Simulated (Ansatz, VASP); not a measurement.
One calculation of AlN, two programs

File INCAR:

```
PREC = Accurate
ENCUT = 600
EDIFF = 1E-6
ISMEAR = -1
SIGMA = 0.05
LREAL = False
LASPH = True
NELM = 60
ALGO = Normal
ISIF = 3
LWAVE = False
LCHARG = False
GGA = B5
ALDAX = 1.0
AGGAX = 1.0
AGGAC = 1.0
ALDAC = 0.0
IVDW = 13
VDW_S6 = 1.0
VDW_S8 = 2.34076671
VDW_A1 = 0.44488865
VDW_A2 = 4.0933009
IBRION = 2
NSW = 60
EDIFFG = -0.01
```

KPOINTS

```
Automatic mesh
0
Gamma
  10 10 6
```

POSCAR

```
AlN
1.0
    3.1130000000      0.0000000000      0.0000000000
   -1.5565000000      2.6959370820      0.0000000000
    0.0000000000      0.0000000000      4.9810000000
Al N
2 2
Direct
    0.6666666667      0.3333333333      0.5000000000
    0.3333333333      0.6666666667      0.0000000000
    0.6666666667      0.3333333333      0.8800000000
    0.3333333333      0.6666666667      0.3800000000
```

Contents of input.yaml:

```yaml
crystal:
  lattice:
    - [3.113, 0.0, 0.0]
    - [-1.5565, 2.695937082, 0.0]
    - [0.0, 0.0, 4.981]
  atoms:
    - { symbol: Al, position: [0.6666666667, 0.3333333333, 0.5] }
    - { symbol: Al, position: [0.3333333333, 0.6666666667, 0.0] }
    - { symbol: "N", position: [0.6666666667, 0.3333333333, 0.88] }
    - { symbol: "N", position: [0.3333333333, 0.6666666667, 0.38] }
hamiltonian:
  xc: blyp
  pseudopotentials: { kind: paw }
  dispersion: d4
kpoints:
  mp_grid: { grid: [10, 10, 6] }
scf:
  occupations: { method: fermi_dirac, width: 0.05 }
output:
  forces: true
  stress: true
relax:
  f_tol: 0.01
  max_steps: 40
  cell: { stress_tol: 0.05 }
```

Alike in both runs: task relaxation of cell and atoms; functional BLYP; dispersion D4; k mesh 10 × 10 × 6; occupations fermi-dirac, width 0.05 eV; no spin polarisation.

|  | VASP | Ansatz |
| --- | --- | --- |
| version | VASP 6.6.1 | Ansatz 0.2.0 |
| potentials or method | VASP PAW PBE potentials, release 64 (Al, N) | Ansatz PAW |
| plane-wave cutoff (eV) | 600 | 420 |
| valence electrons in the cell | 16 | 16 |

Ansatz gave:

- relaxed volume (Å³/atom): 10.30
- relaxed cell length with the largest relative difference (Å): 4.967

**Question.** Which values does VASP return?

**Answer.** Relaxed volume (Å³/atom): 10.31; relaxed cell length with the largest relative difference (Å): 4.972.

VASP's potentials were made for PBE, not for BLYP.

Noted on Ansatz's run: the plane-wave basis is chosen anew once the cell has moved, so the energies of steps on either side of that aren't comparable.
